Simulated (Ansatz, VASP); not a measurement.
## One calculation of Ba, two programs

```
CELL_PARAMETERS angstrom
3.55328 -2.50048 0.00000
3.55328 2.50048 0.00000
0.00000 0.00000 7.11354
ATOMIC_POSITIONS crystal
Ba 0.74982 0.25018 0.25000
Ba 0.25018 0.74982 0.75000
```

Alike in both runs: functional PBE; k mesh 10 × 10 × 6; occupations gaussian, width 0.1 eV; no spin polarisation.

Ansatz relaxed the structure, and its values are those at the end. VASP's run is a single point on that final structure, the one shown.

```csv
,VASP,Ansatz
version,VASP 6.6.1,Ansatz 0.2.0
potentials or method,"VASP PAW PBE potentials, release 64 (Ba_sv), cutoff 520 eV","scalar-relativistic, plane waves, PAW"
valence electrons in the cell,20,20
```

VASP gave:

| Quantity | Value |
| --- | --- |
| gap on the k mesh at the Fermi level (eV) | none |
| pressure (GPa) | 0.1 |

Problem. Estimate Ansatz's values.

Solution. gap on the k mesh at the Fermi level (eV): none; pressure (GPa): 0.0.

A gap of «none» marks a metal or a gap that the smearing closes.

Spin-orbit coupling is off throughout.
